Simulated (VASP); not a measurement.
# MgI2 (Fm-3m) in VASP: dielectric tensor with PBE

Aim: the dielectric tensor of MgI2 with PBE.

All numbers are computed with VASP 6.6.1; they aren't measurements. Logs are shortened: lines on timing, memory, paths and dates and some standing lists are left out, and cuts for length are marked.

### Step 1. The cell of the first run

Symmetry: Fm-3m, No. 225, cubic system. The conventional cell has a = 7.511 Å, b = 7.511 Å, c = 7.511 Å, α = 90.00°, β = 90.00°, γ = 90.00°. Mg (site symmetry m-3m) has 8 I at 3.25 Å within 4.3 Å. Within 4.3 Å of I (site symmetry -43m) lie 4 Mg at 3.25 Å and 6 I at 3.76 Å.

### Step 2. Dielectric tensor, PBE

Input file INCAR:

```
SYSTEM = MgI2
PREC = Accurate ; ENCUT = 520
EDIFF = 1E-8 ; ISMEAR = 0
SIGMA = 0.01 ; LREAL = .False.
LASPH = .True. ; NELM = 80
ALGO = Normal ; ISIF = 2
LWAVE = .False. ; LCHARG = .False.
GGA = PE ; LEPSILON = .True.
```

Input file KPOINTS:

```
regular mesh
0
Gamma
  6 6 6
  0 0 0
```

Input file POSCAR:

```
MgI2
1.0
    0.0000000000      3.7557205824      3.7557205824
    3.7557205824      0.0000000000      3.7557205824
    3.7557205824      3.7557205824      0.0000000000
Mg I
1 2
Direct
    0.0000000000      0.0000000000      0.0000000000
    0.2500000000      0.2500000000      0.2500000000
    0.7500000000      0.7500000000      0.7500000000
```

Potentials or basis: VASP PAW PBE potentials, release 64 (Mg, I).

Started as:

```sh
$ cat potpaw_PBE.64/Mg/POTCAR potpaw_PBE.64/I/POTCAR > POTCAR
$ mpirun -np 1 vasp_std > vasp.out
```

OUTCAR:

```text
SYSTEM = MgI2
   PREC = Accurate
   ENCUT = 520
   EDIFF = 1E-8
   ISMEAR = 0
   LREAL = .False.
   LASPH = .True.
   NELM = 80
   ISIF = 2
   GGA = PE
   LEPSILON = .True.

 ion  position               nearest neighbor table
   1  0.000  0.000  0.000-   3 3.25   3 3.25   3 3.25   2 3.25   3 3.25   2 3.25   2 3.25   2 3.25

   2  0.250  0.250  0.250-   1 3.25   1 3.25   1 3.25   1 3.25
   3  0.750  0.750  0.750-   1 3.25   1 3.25   1 3.25   1 3.25

  LATTYP: Found a face centered cubic cell.
 ALAT       =     7.5114411648

  Lattice vectors:

 A1 = (   0.0000000000,   3.7557205824,   3.7557205824)
 A2 = (   3.7557205824,   0.0000000000,   3.7557205824)
 A3 = (   3.7557205824,   3.7557205824,   0.0000000000)

Analysis of symmetry for initial positions (statically):
=====================================================================
 Subroutine PRICEL returns:
 Original cell was already a primitive cell.

 Routine SETGRP: Setting up the symmetry group for a
 face centered cubic supercell.

 Subroutine GETGRP returns: Found 48 space group operations
 (whereof 48 operations were pure point group operations)
 out of a pool of 48 trial point group operations.

The static configuration has the point symmetry O_h .

Analysis of symmetry for dynamics (positions and initial velocities):
=====================================================================
 Subroutine PRICEL returns:
 Original cell was already a primitive cell.

 Routine SETGRP: Setting up the symmetry group for a
 face centered cubic supercell.

 Subroutine GETGRP returns: Found 48 space group operations
 (whereof 48 operations were pure point group operations)
 out of a pool of 48 trial point group operations.

The dynamic configuration has the point symmetry O_h .

 Subroutine INISYM returns: Found 48 space group operations
 (whereof 48 operations are pure point group operations),
 and found     1 'primitive' translations

----------------------------------------------------------------------------------------

                                     Primitive cell

  volume of cell :     105.9522

  direct lattice vectors                    reciprocal lattice vectors
     0.000000000  3.755720582  3.755720582    -0.133130245  0.133130245  0.133130245
     3.755720582  0.000000000  3.755720582     0.133130245 -0.133130245  0.133130245
     3.755720582  3.755720582  0.000000000     0.133130245  0.133130245 -0.133130245

  length of vectors
     5.311390984  5.311390984  5.311390984     0.230588348  0.230588348  0.230588348

  position of ions in fractional coordinates (direct lattice)
     0.000000000  0.000000000  0.000000000
     0.250000000  0.250000000  0.250000000
     0.750000000  0.750000000  0.750000000

  ion indices of the primitive-cell ions
   primitive index   ion index
                 1           1
                 2           2
                 3           3

----------------------------------------------------------------------------------------

 KPOINTS: regular mesh

Automatic generation of k-mesh.
 Grid dimensions read from file:
 generate k-points for:    6    6    6

 Generating k-lattice:

  Cartesian coordinates                     Fractional coordinates (reciprocal lattice)
    -0.022188374  0.022188374  0.022188374     0.166666667  0.000000000  0.000000000
     0.022188374 -0.022188374  0.022188374     0.000000000  0.166666667  0.000000000
     0.022188374  0.022188374 -0.022188374     0.000000000  0.000000000  0.166666667

  Length of vectors
     0.038431391  0.038431391  0.038431391

  Shift w.r.t. Gamma in fractional coordinates (k-lattice)
     0.000000000  0.000000000  0.000000000

 Subroutine IBZKPT returns following result:
 ===========================================

 Found     16 irreducible k-points:

 Following reciprocal coordinates:
            Coordinates               Weight
  0.000000  0.000000  0.000000      1.000000
  0.166667  0.000000  0.000000      8.000000
  0.333333  0.000000  0.000000      8.000000
  0.500000  0.000000  0.000000      4.000000
  0.166667  0.166667  0.000000      6.000000
  0.333333  0.166667  0.000000     24.000000
[... 8 lines left out ...]
 -0.333333  0.333333  0.166667     24.000000
 -0.333333  0.500000  0.166667     12.000000
   k-points           NKPTS =     16   k-points in BZ     NKDIM =     16   number of bands    NBANDS=     12
   number of dos      NEDOS =    301   number of ions     NIONS =      3
   total plane-waves  NPLWV =  64000
   dimension x,y,z NGX =    40 NGY =   40 NGZ =   40
[... 17 lines left out ...]
   NSW    =      0    number of steps for IOM
   IBRION =     -1    ionic relax: 0-MD 1-quasi-New 2-CG
   NFREE  =      0    steps in history (QN), initial steepest desc. (CG)
   ISIF   =      2    stress and relaxation
   ISYM   =      2    0-nonsym 1-usesym 2-fastsym
   POTIM  = 0.5000    time-step for ionic-motion
   TEBEG  =    0.0;   TEEND  =   0.0 temperature during run
   PSTRESS=    0.0 pullay stress
   NELECT =      16.0000    total number of electrons
   NUPDOWN=      -1.0000    fix difference up-down
   EMIN   =  10.00;   EMAX   =-10.00  energy-range for DOS
   EFERMI =   0.00;   METHOD = LEGACY
   ISMEAR =     0;   SIGMA  =   0.01  broadening in eV -4-tet -1-fermi 0-gaus
   EFERMI_NEDOS =   21; number of points for ismear=-14 and -15
   IALGO  =     38    algorithm
   IMIX   =      4    mixing-type and parameters
     AMIX     =   0.40;   BMIX     =  1.00
     AMIX_MAG =   1.60;   BMIX_MAG =  1.00
  volume/ion in A,a.u.               =      35.32       238.33
  Fermi-wavevector in a.u.,A,eV,Ry     =   0.871789  1.647443 10.340654  0.760017
  Thomas-Fermi vector in A             =   1.990947
   LORBIT       =      0    0 simple, 1 ext, 2 COOP (PROOUT), +10 PAW based schemes
   GGA     = PE    functional components
   LHFCALC =     F    Hartree Fock is set to
   AEXX    =    0.0000 exact exchange contribution
   IVDW    =     0    specifies the selected vdW correction
   LEPSILON=     T    determine dielectric tensor
   LRPA    =     F    only Hartree local field effects (RPA)
 non-spin polarized calculation
 Gauss-broadening in eV      SIGMA  =   0.01
  energy-cutoff  :      520.00
  volume of cell :      105.95
 maximum number of plane-waves:      2884
   NGX = 19   NGY = 19   NGZ = 19

--------------------------------------- Ionic step        1  -------------------------------------------

 number of electron      16.0000001 magnetization

 E-fermi :   3.3242     XC(G=0):  -8.1191

 val. band max:        3.2623426603   @ k =   0.5000   0.5000   0.0000
 cond. band min:       3.8442961313   @ k =   0.0000   0.0000   0.0000
 fundamental gap:      0.5819534710
 Fermi energy:         3.3242256671

 k-point     1 :       0.0000    0.0000    0.0000
  band No.  band energies     occupation
      1      -9.6745      2.00000
      2      -8.1132      2.00000
      3       0.3058      2.00000
      4       0.3058      2.00000
      5       0.3058      2.00000
      6       2.1533      2.00000
      7       2.1533      2.00000
      8       2.1533      2.00000
      9       3.8443      0.00000
     10       6.3713      0.00000
     11       6.3713      0.00000
     12       6.3713      0.00000
[... 211 lines left out ...]
 k-point    16 :      -0.3333    0.5000    0.1667
  band No.  band energies     occupation
      1      -8.9889      2.00000
      2      -8.7351      2.00000
      3      -1.4478      2.00000
      4      -0.7105      2.00000
      5       0.1349      2.00000
      6       1.6560      2.00000
      7       2.8655      2.00000
      8       3.1403      2.00000
      9       4.8910      0.00000
     10       7.8607      0.00000
     11       8.1639      0.00000
     12       9.1151      0.00000

  FORCE on cell =-STRESS in cart. coord.  units (eV):
  Direction    XX          YY          ZZ          XY          YZ          ZX
  --------------------------------------------------------------------------------------
  -------------------------------------------------------------------------------------
  Total        0.1069794      0.1069794      0.1069794      0.0000000      0.0000000      0.0000000
  in kB        1.6177114      1.6177114      1.6177114      0.0000000      0.0000000      0.0000000
  external PRESSURE =       1.6177114 kB  Pullay stress =       0.0000000 kB

 VOLUME and BASIS-vectors are now :
 -----------------------------------------------------------------------------
  energy-cutoff  :      520.00
  volume of cell :      105.95
      direct lattice vectors                 reciprocal lattice vectors
     0.000000000  3.755720582  3.755720582    -0.133130245  0.133130245  0.133130245
     3.755720582  0.000000000  3.755720582     0.133130245 -0.133130245  0.133130245
     3.755720582  3.755720582  0.000000000     0.133130245  0.133130245 -0.133130245

 POSITION                                       TOTAL-FORCE (eV/Angst)
 -----------------------------------------------------------------------------------
      0.00000      0.00000      0.00000        -0.000000     -0.000000      0.000000
      1.87786      1.87786      1.87786        -0.000000     -0.000000     -0.000000
      5.63358      5.63358      5.63358         0.000000      0.000000      0.000000
 -----------------------------------------------------------------------------------
    total drift:                                0.000000     -0.000000      0.000000

  FREE ENERGIE OF THE ION-ELECTRON SYSTEM (eV)
  ---------------------------------------------------
  free  energy   TOTEN  =        -6.4020731060 eV

  energy  without entropy=       -6.4020731060  energy(sigma->0) =       -6.40207311

 HEAD OF MICROSCOPIC STATIC DIELECTRIC TENSOR (INDEPENDENT PARTICLE, excluding Hartree and local field effects)
 ------------------------------------------------------
           6.166819     0.000000     0.000000
           0.000000     6.166819     0.000000
           0.000000     0.000000     6.166819
 ------------------------------------------------------

 Free energy of the ion-electron system (eV)
  ---------------------------------------------------
  ---------------------------------------------------
  free energy    TOTEN  =        -1.48766894 eV

  energy without entropy =       -1.48766894

------------------------ aborting loop because EDIFF is reached ----------------------------------------

--------------------------------------- Ionic step        2  -------------------------------------------

------------------------ aborting loop because EDIFF is reached ----------------------------------------

--------------------------------------- Ionic step        3  -------------------------------------------

 Free energy of the ion-electron system (eV)
  ---------------------------------------------------
  ---------------------------------------------------
  free energy    TOTEN  =        -1.48766869 eV

  energy without entropy =       -1.48766869

------------------------ aborting loop because EDIFF is reached ----------------------------------------

 PIEZOELECTRIC TENSOR FIELD DIRECTION 3  (e Angst)
 -----------------------------------------------------------------------------
     0.00093  0.00000 -0.00000           ( -0.00000  0.00000 -0.00000)
     0.00000  0.00093  0.00000           (  0.00000 -0.00000  0.00000)
    -0.00000  0.00000 -0.00246           ( -0.00000  0.00000  0.00002)

 PIEZOELECTRIC TENSOR FIELD DIRECTION 3  (C/m^2)
 -----------------------------------------------------------------------------
     0.00014  0.00000 -0.00000
     0.00000  0.00014  0.00000
    -0.00000  0.00000 -0.00037

 MACROSCOPIC STATIC DIELECTRIC TENSOR (including local field effects in DFT)
 ------------------------------------------------------
           5.561466    -0.000000     0.000000
          -0.000000     5.561466     0.000000
          -0.000000    -0.000000     5.561466
 ------------------------------------------------------

 PIEZOELECTRIC TENSOR (including local field effects)  for field in x, y, z        (e  Angst)
          XX          YY          ZZ          XY          YZ          ZX
  --------------------------------------------------------------------------------
  x     0.00000     0.00000     0.00000     0.00000     0.00000     0.00000
  y     0.00000     0.00000     0.00000     0.00000     0.00000     0.00000
  z     0.00000     0.00000     0.00000     0.00000     0.00000     0.00000

 PIEZOELECTRIC TENSOR (including local field effects)  for field in x, y, z        (C/m^2)
          XX          YY          ZZ          XY          YZ          ZX
  --------------------------------------------------------------------------------
  x     0.00000     0.00000     0.00000     0.00000     0.00000     0.00000
  y     0.00000     0.00000     0.00000     0.00000     0.00000     0.00000
  z     0.00000     0.00000     0.00000     0.00000     0.00000     0.00000

 BORN EFFECTIVE CHARGES (including local field effects) (in |e|, cummulative output)
 ---------------------------------------------------------------------------------
 ion    1
    1     2.96833     0.00000     0.00000
    2    -0.00000     2.96833     0.00000
    3     0.00000     0.00000     2.96833
 ion    2
    1    -1.48417     0.00000     0.00000
    2     0.00000    -1.48417     0.00000
    3     0.00000    -0.00000    -1.48417
 ion    3
    1    -1.48417     0.00000     0.00000
    2     0.00000    -1.48417     0.00000
    3     0.00000    -0.00000    -1.48417
```

Run time: 4.2 min. Hardware: 1 thread of Intel Xeon Platinum 8488C (Sapphire Rapids), shared host; peak memory 0.33 GiB.

What came out:

```yaml
Band_gap_on_the_k_mesh: 0.58 eV (least direct gap 1.06 eV)
Electronic_dielectric_tensor_diagonal: 5.56
Born_charges_mean_of_the_diagonal: Mg +2.97; I -1.48 e
```

Electronic dielectric tensor:
```
5.56 0.00 0.00
0.00 5.56 0.00
0.00 0.00 5.56
```

Born effective charge tensors (e):
atom 1, Mg
```
2.97 0.00 0.00
0.00 2.97 0.00
0.00 0.00 2.97
```
atom 2, I
```
-1.48  0.00  0.00
 0.00 -1.48  0.00
 0.00  0.00 -1.48
```
atom 3, I
```
-1.48  0.00  0.00
 0.00 -1.48  0.00
 0.00  0.00 -1.48
```

Caveat: the gap is small at this level, which inflates the dielectric constant; spin-orbit coupling is left out, which moves the levels of the heavy elements. A k mesh can miss the band edges.
